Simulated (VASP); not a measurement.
# MoS2 (P-3m1) in VASP: notebook, part 2 of 2

VASP 6.6.1.

## Step 3: Single point, r2SCAN

This run uses another cell than the first one, of 18.98 Å³/atom, 1.014 times its volume.

POSCAR

```
MoS2
1.0
    3.2274600000      0.0000000000      0.0000000000
   -1.6137300000      2.7950623497      0.0000000000
    0.0000000000      0.0000000000      6.3124700000
Mo S
1 2
Direct
    0.0000000000      0.0000000000      0.5000000000
    0.3333333333      0.6666666667      0.2553200000
    0.6666666667      0.3333333333      0.7446800000
```

INCAR.step1

```
ALGO = Normal ; EDIFF = 1E-4
ENCUT = 520 ; GGA = PE
ISMEAR = -1 ; LASPH = True
LCHARG = False ; LREAL = False
LWAVE = True ; NBANDS = 20
NELM = 60 ; PREC = Accurate
SIGMA = 0.1
```

INCAR.step2

```
ALGO = Normal ; EDIFF = 1E-6
ENCUT = 520 ; ISIF = 2
ISMEAR = -1 ; ISTART = 1
LASPH = True ; LCHARG = False
LMIXTAU = True ; LREAL = False
LWAVE = False ; METAGGA = R2SCAN
NBANDS = 20 ; NELM = 60
PREC = Accurate ; SIGMA = 0.1
```

KPOINTS

```
k-points
0
Gamma
  8 8 4
```

Potentials or basis: VASP PAW PBE potentials, release 64 (Mo_sv, S).

Started as:

```console
$ cat potpaw_PBE.64/Mo_sv/POTCAR potpaw_PBE.64/S/POTCAR > POTCAR
$ cp INCAR.step1 INCAR
$ mpirun -np 1 vasp_std > vasp.out
$ cp INCAR.step2 INCAR
$ mpirun -np 1 vasp_std > vasp.out
```

OUTCAR:

```text
EDIFF = 1E-6
   ENCUT = 520
   ISIF = 2
   ISMEAR = -1
   ISTART = 1
   LASPH = True
   LREAL = False
   METAGGA = R2SCAN
   NELM = 60
   PREC = Accurate

 ion  position               nearest neighbor table
   1  0.000  0.000  0.500-   2 2.42   3 2.42   3 2.42   2 2.42   3 2.42   2 2.42
   2  0.333  0.667  0.255-   1 2.42   1 2.42   1 2.42
   3  0.667  0.333  0.745-   1 2.42   1 2.42   1 2.42

  LATTYP: Found a hexagonal cell.
 ALAT       =     3.2274600000
 C/A-ratio  =     1.9558631246

  Lattice vectors:

 A1 = (   3.2274600000,   0.0000000000,   0.0000000000)
 A2 = (  -1.6137300000,   2.7950623497,   0.0000000000)
 A3 = (   0.0000000000,   0.0000000000,   6.3124700000)

Analysis of symmetry for initial positions (statically):
=====================================================================
 Subroutine PRICEL returns:
 Original cell was already a primitive cell.

 Routine SETGRP: Setting up the symmetry group for a
 hexagonal supercell.

 Subroutine GETGRP returns: Found 12 space group operations
 (whereof 12 operations were pure point group operations)
 out of a pool of 24 trial point group operations.

The static configuration has the point symmetry D_3d.

Analysis of symmetry for dynamics (positions and initial velocities):
=====================================================================
 Subroutine PRICEL returns:
 Original cell was already a primitive cell.

 Routine SETGRP: Setting up the symmetry group for a
 hexagonal supercell.

 Subroutine GETGRP returns: Found 12 space group operations
 (whereof 12 operations were pure point group operations)
 out of a pool of 24 trial point group operations.

The dynamic configuration has the point symmetry D_3d.

 Subroutine INISYM returns: Found 12 space group operations
 (whereof 12 operations are pure point group operations),
 and found     1 'primitive' translations

----------------------------------------------------------------------------------------

                                     Primitive cell

  volume of cell :      56.9445

  direct lattice vectors                    reciprocal lattice vectors
     3.227460000  0.000000000  0.000000000     0.309841175  0.178886886  0.000000000
    -1.613730000  2.795062350  0.000000000     0.000000000  0.357773772  0.000000000
     0.000000000  0.000000000  6.312470000     0.000000000  0.000000000  0.158416594

  length of vectors
     3.227460000  3.227460000  6.312470000     0.357773772  0.357773772  0.158416594

  position of ions in fractional coordinates (direct lattice)
     0.000000000  0.000000000  0.500000000
     0.333333333  0.666666667  0.255320000
     0.666666667  0.333333333  0.744680000

  ion indices of the primitive-cell ions
   primitive index   ion index
                 1           1
                 2           2
                 3           3

----------------------------------------------------------------------------------------

 KPOINTS: k-points

Automatic generation of k-mesh.
 Grid dimensions read from file:
 generate k-points for:    8    8    4

 Generating k-lattice:

  Cartesian coordinates                     Fractional coordinates (reciprocal lattice)
     0.038730147  0.022360861  0.000000000     0.125000000  0.000000000  0.000000000
     0.000000000  0.044721722  0.000000000     0.000000000  0.125000000  0.000000000
     0.000000000  0.000000000  0.039604149     0.000000000  0.000000000  0.250000000

  Length of vectors
     0.044721722  0.044721722  0.039604149

  Shift w.r.t. Gamma in fractional coordinates (k-lattice)
     0.000000000  0.000000000  0.000000000

 Subroutine IBZKPT returns following result:
 ===========================================

 Found     35 irreducible k-points:

 Following reciprocal coordinates:
            Coordinates               Weight
  0.000000  0.000000  0.000000      1.000000
  0.125000  0.000000  0.000000      6.000000
  0.250000  0.000000  0.000000      6.000000
  0.375000  0.000000  0.000000      6.000000
  0.500000  0.000000  0.000000      3.000000
  0.125000  0.125000  0.000000      6.000000
[... 16 lines left out ...]
 -0.125000  0.500000  0.250000     12.000000
  0.250000  0.250000  0.250000     12.000000
 [... further k-points ...]
   k-points           NKPTS =     35   k-points in BZ     NKDIM =     35   number of bands    NBANDS=     20
   number of dos      NEDOS =    301   number of ions     NIONS =      3
   total plane-waves  NPLWV =  27648
   dimension x,y,z NGX =    24 NGY =   24 NGZ =   48
   dimension x,y,z NGXF=    48 NGYF=   48 NGZF=   96
   ions per type =               1   2
   NGX,Y,Z   is equivalent  to a cutoff of  12.36, 12.36, 12.64 a.u.
   NGXF,Y,Z  is equivalent  to a cutoff of  24.72, 24.72, 25.28 a.u.
 SYSTEM =  unknown system
   PREC   = accura    normal or accurate (medium, high low for compatibility)
   ISTART =      1    job   : 0-new  1-cont  2-samecut
   ICHARG =      0    charge: 1-file 2-atom 10-const
   ISPIN  =      1    spin polarized calculation?
   LNONCOLLINEAR =      F non collinear calculations
   LSORBIT =      F    spin-orbit coupling
   LASPH  =      T    aspherical Exc in radial PAW
   ENCUT  =  520.0 eV  38.22 Ry    6.18 a.u.   6.00  6.00 11.74*2*pi/ulx,y,z
   NELM   =     60;   NELMIN=  2; NELMDL=  0     # of ELM steps
   EDIFF  = 0.1E-05   stopping-criterion for ELM
   LREAL  =      F    real-space projection
   EDIFFG = 0.1E-04   stopping-criterion for IOM
   NSW    =      0    number of steps for IOM
   IBRION =     -1    ionic relax: 0-MD 1-quasi-New 2-CG
   NFREE  =      0    steps in history (QN), initial steepest desc. (CG)
   ISIF   =      2    stress and relaxation
   ISYM   =      2    0-nonsym 1-usesym 2-fastsym
   POTIM  = 0.5000    time-step for ionic-motion
   TEBEG  =    0.0;   TEEND  =   0.0 temperature during run
   PSTRESS=    0.0 pullay stress
   NELECT =      26.0000    total number of electrons
   NUPDOWN=      -1.0000    fix difference up-down
   EMIN   =  10.00;   EMAX   =-10.00  energy-range for DOS
   EFERMI =   0.00;   METHOD = LEGACY
   ISMEAR =    -1;   SIGMA  =   0.10  broadening in eV -4-tet -1-fermi 0-gaus
   EFERMI_NEDOS =   21; number of points for ismear=-14 and -15
   IALGO  =     38    algorithm
   IMIX   =      4    mixing-type and parameters
     AMIX     =   0.40;   BMIX     =  1.00
     AMIX_MAG =   1.60;   BMIX_MAG =  1.00
  volume/ion in A,a.u.               =      18.98       128.09
  Fermi-wavevector in a.u.,A,eV,Ry     =   1.260614  2.382215 21.621659  1.589147
  Thomas-Fermi vector in A             =   2.394115
   LORBIT       =      0    0 simple, 1 ext, 2 COOP (PROOUT), +10 PAW based schemes
   METAGGA = R2SCAN    functional components
   LHFCALC =     F    Hartree Fock is set to
   AEXX    =    0.0000 exact exchange contribution
   IVDW    =     0    specifies the selected vdW correction
   LEPSILON=     F    determine dielectric tensor
   LRPA    =     F    only Hartree local field effects (RPA)
 non-spin polarized calculation
  energy-cutoff  :      520.00
  volume of cell :       56.94
 maximum number of plane-waves:      1552
   NGX = 13   NGY = 13   NGZ = 23

 number of electron      26.0000001 magnetization

 Free energy of the ion-electron system (eV)
  ---------------------------------------------------
  ext. energy  EPLUGINS =         0.00000000
  ---------------------------------------------------
  free energy    TOTEN  =       -44.17022235 eV

  energy without entropy =      -44.12213139  energy(sigma->0) =      -44.14617687

 E-fermi :   6.8474     XC(G=0): -11.0995

 val. band max:        6.8451089065   @ k =   0.3750   0.2500   0.2500
 cond. band min:       6.8680279183   @ k =   0.1250   0.0000   0.0000
 fundamental gap:      0.0229190117
 Fermi energy:         6.8474139548

 k-point     1 :       0.0000    0.0000    0.0000
  band No.  band energies     occupation
      1     -56.9628      2.00000
      2     -30.2670      2.00000
      3     -30.2328      2.00000
      4     -30.2328      2.00000
      5      -8.7298      2.00000
      6      -7.2236      2.00000
[... 12 lines left out ...]
     19      13.7119      0.00000
     20      16.9018      0.00000
[... 507 lines left out ...]
 k-point    24 :       0.2500    0.2500    0.2500
  band No.  band energies     occupation
      1     -56.9284      2.00000
      2     -30.5120      2.00000
      3     -30.3802      2.00000
      4     -30.1949      2.00000
      5      -6.8555      2.00000
      6      -6.7029      2.00000
[... 12 lines left out ...]
     19      14.6337      0.00000
     20      16.1315      0.00000

 [... further k-points ...]

------------------------ aborting loop because EDIFF is reached ----------------------------------------

  FORCE on cell =-STRESS in cart. coord.  units (eV):
  Direction    XX          YY          ZZ          XY          YZ          ZX
  --------------------------------------------------------------------------------------
  -------------------------------------------------------------------------------------
  Total        0.0544949      0.0544949      0.0996627     -0.0000000      0.0000000      0.0000000
  in kB        1.5332560      1.5332560      2.8040884     -0.0000000      0.0000000      0.0000000
  external PRESSURE =       1.9568668 kB  Pullay stress =       0.0000000 kB

 VOLUME and BASIS-vectors are now :
 -----------------------------------------------------------------------------
  energy-cutoff  :      520.00
  volume of cell :       56.94
      direct lattice vectors                 reciprocal lattice vectors
     3.227460000  0.000000000  0.000000000     0.309841175  0.178886886  0.000000000
    -1.613730000  2.795062350  0.000000000     0.000000000  0.357773772  0.000000000
     0.000000000  0.000000000  6.312470000     0.000000000  0.000000000  0.158416594

 POSITION                                       TOTAL-FORCE (eV/Angst)
 -----------------------------------------------------------------------------------
      0.00000      0.00000      3.15624         0.000000      0.000000     -0.000000
     -0.00000      1.86337      1.61170        -0.000000      0.000000     -0.074936
      1.61373      0.93169      4.70077         0.000000     -0.000000      0.074936
 -----------------------------------------------------------------------------------
    total drift:                                0.000000      0.000000      0.000000

  FREE ENERGIE OF THE ION-ELECTRON SYSTEM (eV)
  ---------------------------------------------------
  free  energy   TOTEN  =       -44.1702223452 eV

  energy  without entropy=      -44.1221313913  energy(sigma->0) =      -44.14617687
```

It took 2.7 min on 1 thread of Intel Xeon 8259CL, shared host; peak memory 0.19 GiB.

Results:

```
Free energy            : -44.1702 eV
Pressure               : 0.2 GPa
Largest force          : 0.075 eV/Å
Band gap on the k mesh : zero (band 13 reaches 7.04 eV, above the bottom of band 14 at 6.34 eV)
```

Forces in eV/Å, atoms in the order of the input:
```
Mo   0.000  0.000  0.000
S    0.000  0.000 -0.075
S    0.000  0.000  0.075
```

Caveat: the PAW data sets were made with another functional, which shifts forces and pressure a little.
